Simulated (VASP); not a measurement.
# Rh (I4/mmm) in VASP: a series of runs

Rh is run at these levels: LDA; tasks: single point.

Program: VASP 6.6.1. These are calculated values, not measurements. Logs are shortened: lines on timing, memory, paths and dates and some standing lists are left out, and cuts for length are marked.

### Step 1. The cell of the first run

Symmetry: I4/mmm, No. 139, tetragonal system. The conventional cell has a = 2.889 Å, b = 2.889 Å, c = 3.000 Å, α = 90.00°, β = 90.00°, γ = 90.00°. Rh (site symmetry 4/mmm) has 14 Rh at 2.53 to 3.00 Å within 3.3 Å.

### Step 2. Single point, LDA (12.52 Å³/atom)

INCAR

```
ALGO = Fast
EDIFF = 1E-6
ENCUT = 520
ISIF = 2
ISMEAR = 0
LASPH = True
LCHARG = True
LELF = True
LREAL = False
LVHAR = True
LWAVE = False
NBANDS = 14
NELM = 60
PREC = Accurate
SIGMA = 0.15
```

KPOINTS

```
k-points
0
Gamma
  22 22 22
```

POSCAR

```
Rh
1.0
    0.0000000000      2.0428908530      1.5000947534
    2.0428908530      0.0000000000      1.5000947534
    2.0428908530      2.0428908530      0.0000000000
Rh
1
Direct
    0.0000000000      0.0000000000      0.0000000000
```

Potentials or basis: VASP PAW LDA potentials, release 64 (Rh_pv).

The run is started by

```
cat potpaw_LDA.64/Rh_pv/POTCAR > POTCAR
mpirun -np 1 vasp_std > vasp.out
```

OUTCAR:

```text
EDIFF = 1E-6
   ENCUT = 520
   ISIF = 2
   ISMEAR = 0
   LASPH = True
   LREAL = False
   NELM = 60
   PREC = Accurate

 ion  position               nearest neighbor table
   1  0.000  0.000  0.000-

  LATTYP: Found a body centered tetragonal cell.
 ALAT       =     2.8890839508
 C/A-ratio  =     1.0384570189

  Lattice vectors:

 A1 = (   0.0000000000,  -2.0428908530,  -1.5000947534)
 A2 = (   0.0000000000,   2.0428908530,  -1.5000947534)
 A3 = (   2.0428908530,   0.0000000000,   1.5000947534)

Analysis of symmetry for initial positions (statically):
=====================================================================
 Subroutine PRICEL returns:
 Original cell was already a primitive cell.

 Routine SETGRP: Setting up the symmetry group for a
 body centered tetragonal supercell.

 Subroutine GETGRP returns: Found 16 space group operations
 (whereof 16 operations were pure point group operations)
 out of a pool of 16 trial point group operations.

The static configuration has the point symmetry D_4h.

Analysis of symmetry for dynamics (positions and initial velocities):
=====================================================================
 Subroutine PRICEL returns:
 Original cell was already a primitive cell.

 Routine SETGRP: Setting up the symmetry group for a
 body centered tetragonal supercell.

 Subroutine GETGRP returns: Found 16 space group operations
 (whereof 16 operations were pure point group operations)
 out of a pool of 16 trial point group operations.

The dynamic configuration has the point symmetry D_4h.

 Subroutine INISYM returns: Found 16 space group operations
 (whereof 16 operations are pure point group operations),
 and found     1 'primitive' translations

----------------------------------------------------------------------------------------

                                     Primitive cell

  volume of cell :      12.5210

  direct lattice vectors                    reciprocal lattice vectors
     0.000000000  2.042890853  1.500094753    -0.244751206  0.244751206  0.333312278
     2.042890853  0.000000000  1.500094753     0.244751206 -0.244751206  0.333312278
     2.042890853  2.042890853  0.000000000     0.244751206  0.244751206 -0.333312278

  length of vectors
     2.534499419  2.534499419  2.889083951     0.480524069  0.480524069  0.480524069

  position of ions in fractional coordinates (direct lattice)
     0.000000000  0.000000000  0.000000000

  ion indices of the primitive-cell ions
   primitive index   ion index
                 1           1

----------------------------------------------------------------------------------------

 KPOINTS: k-points

Automatic generation of k-mesh.
 Grid dimensions read from file:
 generate k-points for:   22   22   22

 Generating k-lattice:

  Cartesian coordinates                     Fractional coordinates (reciprocal lattice)
    -0.011125055  0.011125055  0.015150558     0.045454545  0.000000000  0.000000000
     0.011125055 -0.011125055  0.015150558     0.000000000  0.045454545  0.000000000
     0.011125055  0.011125055 -0.015150558     0.000000000  0.000000000  0.045454545

  Length of vectors
     0.021842003  0.021842003  0.021842003

  Shift w.r.t. Gamma in fractional coordinates (k-lattice)
     0.000000000  0.000000000  0.000000000

 Subroutine IBZKPT returns following result:
 ===========================================

 Found    834 irreducible k-points:

 Following reciprocal coordinates:
            Coordinates               Weight
  0.000000  0.000000  0.000000      1.000000
  0.045455 -0.000000  0.000000      8.000000
  0.090909 -0.000000  0.000000      8.000000
  0.136364 -0.000000  0.000000      8.000000
  0.181818 -0.000000  0.000000      8.000000
  0.227273 -0.000000  0.000000      8.000000
[... 16 lines left out ...]
  0.500000  0.045455  0.000000      8.000000
 -0.454545  0.045455  0.000000      8.000000
 [... further k-points ...]
   k-points           NKPTS =    834   k-points in BZ     NKDIM =    834   number of bands    NBANDS=     14
   number of dos      NEDOS =    301   number of ions     NIONS =      1
   total plane-waves  NPLWV =   9600
   dimension x,y,z NGX =    20 NGY =   20 NGZ =   24
   dimension x,y,z NGXF=    40 NGYF=   40 NGZF=   48
   ions per type =               1
   NGX,Y,Z   is equivalent  to a cutoff of  13.12, 13.12, 13.81 a.u.
   NGXF,Y,Z  is equivalent  to a cutoff of  26.24, 26.24, 27.62 a.u.
 SYSTEM =  unknown system
   PREC   = accura    normal or accurate (medium, high low for compatibility)
   ISTART =      0    job   : 0-new  1-cont  2-samecut
   ICHARG =      2    charge: 1-file 2-atom 10-const
   ISPIN  =      1    spin polarized calculation?
   LNONCOLLINEAR =      F non collinear calculations
   LSORBIT =      F    spin-orbit coupling
   LASPH  =      T    aspherical Exc in radial PAW
   ENCUT  =  520.0 eV  38.22 Ry    6.18 a.u.   4.71  4.71  5.37*2*pi/ulx,y,z
   NELM   =     60;   NELMIN=  2; NELMDL= -5     # of ELM steps
   EDIFF  = 0.1E-05   stopping-criterion for ELM
   LREAL  =      F    real-space projection
   EDIFFG = 0.1E-04   stopping-criterion for IOM
   NSW    =      0    number of steps for IOM
   IBRION =     -1    ionic relax: 0-MD 1-quasi-New 2-CG
   NFREE  =      0    steps in history (QN), initial steepest desc. (CG)
   ISIF   =      2    stress and relaxation
   ISYM   =      2    0-nonsym 1-usesym 2-fastsym
   POTIM  = 0.5000    time-step for ionic-motion
   TEBEG  =    0.0;   TEEND  =   0.0 temperature during run
   PSTRESS=    0.0 pullay stress
   NELECT =      15.0000    total number of electrons
   NUPDOWN=      -1.0000    fix difference up-down
   EMIN   =  10.00;   EMAX   =-10.00  energy-range for DOS
   EFERMI =   0.00;   METHOD = LEGACY
   ISMEAR =     0;   SIGMA  =   0.15  broadening in eV -4-tet -1-fermi 0-gaus
   EFERMI_NEDOS =   21; number of points for ismear=-14 and -15
   IALGO  =     68    algorithm
   IMIX   =      4    mixing-type and parameters
     AMIX     =   0.40;   BMIX     =  1.00
     AMIX_MAG =   1.60;   BMIX_MAG =  1.00
  volume/ion in A,a.u.               =      12.52        84.50
  Fermi-wavevector in a.u.,A,eV,Ry     =   1.738704  3.285674 41.131644  3.023091
  Thomas-Fermi vector in A             =   2.811685
   LORBIT       =      0    0 simple, 1 ext, 2 COOP (PROOUT), +10 PAW based schemes
   GGA     = CA    functional components
   LHFCALC =     F    Hartree Fock is set to
   AEXX    =    0.0000 exact exchange contribution
   IVDW    =     0    specifies the selected vdW correction
   LEPSILON=     F    determine dielectric tensor
   LRPA    =     F    only Hartree local field effects (RPA)
 non-spin polarized calculation
 RMM-DIIS sequential band-by-band and
 Gauss-broadening in eV      SIGMA  =   0.15
  energy-cutoff  :      520.00
  volume of cell :       12.52
 maximum number of plane-waves:       362
   NGX =  9   NGY =  9   NGZ = 11

 number of electron      15.0000002 magnetization

 Free energy of the ion-electron system (eV)
  ---------------------------------------------------
  ext. energy  EPLUGINS =         0.00000000
  ---------------------------------------------------
  free energy    TOTEN  =        -8.21457540 eV

  energy without entropy =       -8.19165560  energy(sigma->0) =       -8.20311550

 E-fermi :  13.3150     XC(G=0): -14.9408

 val. band max:       13.3149497504   @ k =  -0.4091   0.1364   0.3636
 cond. band min:      13.3157006719   @ k =   0.5000   0.0000   0.5000
 fundamental gap:      0.0007509215
 Fermi energy:        13.3150089313

 k-point     1 :       0.0000    0.0000    0.0000
  band No.  band energies     occupation
      1     -32.6669      2.00000
      2     -32.6669      2.00000
      3     -32.5856      2.00000
      4       4.7979      2.00000
      5       9.7482      2.00000
      6       9.7482      2.00000
      7      10.1008      2.00000
      8      12.4587      2.00000
      9      13.0157      1.99523
     10      31.2888      0.00000
     11      32.1268      0.00000
     12      32.1268      0.00000
     13      33.9345      0.00000
     14      43.2002      0.00000

 k-point     2 :       0.0455   -0.0000    0.0000
  band No.  band energies     occupation
      1     -32.6799      2.00000
      2     -32.6738      2.00000
      3     -32.5949      2.00000
      4       4.8943      2.00000
      5       9.7495      2.00000
      6       9.7620      2.00000
      7      10.1263      2.00000
      8      12.4194      2.00000
      9      12.9972      1.99726
     10      31.3835      0.00000
     11      32.1805      0.00000
     12      32.2721      0.00000
     13      33.9344      0.00000
     14      42.2786      0.00000

 k-point     3 :       0.0909   -0.0000    0.0000
  band No.  band energies     occupation
      1     -32.7303      2.00000
      2     -32.6938      2.00000
      3     -32.6091      2.00000
      4       5.1743      2.00000
      5       9.7176      2.00000
      6       9.7499      2.00000
      7      10.2914      2.00000
      8      12.3109      2.00000
      9      12.9593      1.99920
     10      31.6163      0.00000
     11      32.2903      0.00000
     12      32.7004      0.00000
     13      33.9344      0.00000
     14      40.8784      0.00000
[... 324 lines left out ...]
 k-point    23 :       0.5000    0.0455    0.0000
  band No.  band energies     occupation
      1     -33.6708      2.00000
      2     -33.0063      2.00000
      3     -32.6361      2.00000
      4       6.5598      2.00000
      5       8.2859      2.00000
      6      12.2941      2.00000
      7      12.6334      2.00000
      8      15.1981      0.00000
      9      15.2107      0.00000
     10      23.7841      0.00000
     11      28.3335      0.00000
     12      33.0309      0.00000
     13      33.9356      0.00000
     14      39.4328      0.00000

 k-point    24 :      -0.4545    0.0455    0.0000
  band No.  band energies     occupation
      1     -33.6527      2.00000
      2     -32.9995      2.00000
      3     -32.6366      2.00000
      4       6.5959      2.00000
      5       8.3123      2.00000
      6      12.1273      2.00000
      7      12.7516      2.00000
      8      14.9058      0.00000
      9      15.0479      0.00000
     10      24.1764      0.00000
     11      28.4388      0.00000
     12      33.3187      0.00000
     13      33.9354      0.00000
     14      39.4693      0.00000

 [... further k-points ...]

------------------------ aborting loop because EDIFF is reached ----------------------------------------

  FORCE on cell =-STRESS in cart. coord.  units (eV):
  Direction    XX          YY          ZZ          XY          YZ          ZX
  --------------------------------------------------------------------------------------
  -------------------------------------------------------------------------------------
  Total        1.9066157      1.9066157      3.1750121      0.0000000      0.0000000     -0.0000000
  in kB      243.9690520    243.9690520    406.2720572      0.0000000      0.0000000     -0.0000000
  external PRESSURE =     298.0700538 kB  Pullay stress =       0.0000000 kB

 VOLUME and BASIS-vectors are now :
 -----------------------------------------------------------------------------
  energy-cutoff  :      520.00
  volume of cell :       12.52
      direct lattice vectors                 reciprocal lattice vectors
     0.000000000  2.042890853  1.500094753    -0.244751206  0.244751206  0.333312278
     2.042890853  0.000000000  1.500094753     0.244751206 -0.244751206  0.333312278
     2.042890853  2.042890853  0.000000000     0.244751206  0.244751206 -0.333312278

 POSITION                                       TOTAL-FORCE (eV/Angst)
 -----------------------------------------------------------------------------------
      0.00000      0.00000      0.00000         0.000000      0.000000      0.000000
 -----------------------------------------------------------------------------------
    total drift:                               -0.000000      0.000000      0.000000

  FREE ENERGIE OF THE ION-ELECTRON SYSTEM (eV)
  ---------------------------------------------------
  free  energy   TOTEN  =        -8.2145754014 eV

  energy  without entropy=       -8.1916555972  energy(sigma->0) =       -8.20311550
```

Run time: 93 s. Hardware: 1 thread of Intel Xeon Platinum 8559C (Emerald Rapids), shared host; peak memory 0.24 GiB.

What came out:

| Quantity | Value |
| --- | --- |
| Free energy | -8.2146 eV |
| Pressure | 29.8 GPa |
| Band gap on the k mesh | zero (an odd number of electrons rules out a gap without spin polarisation) |

Stress tensor (GPa, compression positive):
```
24.40  0.00  0.00
 0.00 24.40  0.00
 0.00  0.00 40.63
```

Levels at points of the mesh, in eV from the Fermi level:
```csv
k point,band 4,band 5,band 6,band 7,band 8,band 9,band 10,band 11
"(0.00, 0.00, 0.00)",-8.52,-3.57,-3.57,-3.21,-0.86,-0.30,17.97,18.81
"(0.50, 0.00, 0.00)",-6.83,-5.12,-0.85,-0.09,1.18,1.91,10.49,14.82
"(0.50, 0.50, 0.00)",-6.94,-6.94,1.22,1.38,1.38,9.17,10.39,10.39
"(0.50, 0.00, 0.50)",-6.86,-5.53,-0.27,0.00,1.48,2.01,10.94,14.51
```

Caveat: the stress differs along the axes, from 24 to 41 GPa.

[end of part 1 of 2]
